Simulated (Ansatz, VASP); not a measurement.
**One calculation of InSe, two programs**

File INCAR:

```
SYSTEM = InSe
  PREC = Accurate
  ENCUT = 520
  EDIFF = 1E-7
  ISMEAR = -1
  SIGMA = 0.02
  LREAL = .FALSE.
  LASPH = .TRUE.
  NELM = 80
  ALGO = Normal
  ISIF = 2
  LWAVE = .FALSE.
  LCHARG = .FALSE.
  GGA = PS
  NBANDS = 27
```

File KPOINTS:

```
Automatic mesh
0
G
  7 7 6
  0 0 0
```

File POSCAR:

```
InSe
1.0
    5.8285195928     -2.0412076381      0.0000000000
    5.8285195928      2.0412076381      0.0000000000
   -1.5886810392      0.0000000000      4.2946377038
In Se
2 2
Direct
    0.8840000000      0.8840000000      0.0050000000
    0.1160000000      0.1160000000      0.9950000000
    0.6600000000      0.6600000000      0.6420000000
    0.3400000000      0.3400000000      0.3580000000
```

Input for Ansatz:

```yaml
crystal:
  lattice:
    - [5.8285195928, -2.0412076381, 0.0]
    - [5.8285195928, 2.0412076381, 0.0]
    - [-1.5886810392, 0.0, 4.2946377038]
  atoms:
    - { symbol: In, position: [0.884, 0.884, 0.005] }
    - { symbol: In, position: [0.116, 0.116, 0.995] }
    - { symbol: Se, position: [0.66, 0.66, 0.642] }
    - { symbol: Se, position: [0.34, 0.34, 0.358] }
kpoints:
  mp_grid: { grid: [7, 7, 6] }
  band_path:
    path:
      - [0.0, 0.0, 0.0]
      - [-0.2848576481, 0.2848576481, 0.0]
      - [-0.7151423519, -0.2848576481, 0.0]
      - [-0.5, -0.5, 0.0]
      - [0.0, 0.0, 0.0]
      - [-0.5, -0.5, 0.5]
      - [-0.7459295213, -0.2540704787, 0.5]
      - [-0.2540704787, 0.2540704787, 0.5]
      - [0.0, 0.0, 0.5]
    npoints: 5
scf:
  occupations: { method: fermi_dirac, width: 0.02 }
hamiltonian:
  xc: pbesol
  pseudopotentials: { kind: all_electron, lapw: { basis_error: 0.0005 } }
output:
  forces: true
  stress: true
  eigenvalues: true
```

Change from the starting cell: volume scaled by 0.98.

Alike in both runs: task single point; functional PBEsol; k mesh 7 × 7 × 6; occupations fermi-dirac, width 0.02 eV; no spin polarisation.

|  | VASP | Ansatz |
| --- | --- | --- |
| version | VASP 6.6.1 | Ansatz 0.2.0 |
| potentials or method | VASP PAW PBE potentials, release 64 (In_d, Se), cutoff 520 eV | all-electron LAPW, scalar-relativistic |

|  | VASP | Ansatz | Ansatz less VASP |
| --- | --- | --- | --- |
| gap on the k mesh at the Fermi level (eV) | 0.93 | 0.94 | +0.005 |
| pressure (GPa) | 1.2 | 1.1 | -0.06 |
| traceless stress, the component that is largest in VASP (GPa) | 2.46 | 2.44 | -0.020 |
| rms of the force components (eV/Å) | 0.388 | 0.386 | -0.0016 |

VASP's potentials were made for PBE, not for PBEsol. Atom by atom the forces differ by 0.010 eV/Å (rms over components). Ansatz ran all-electron here, and VASP with PAW potentials.
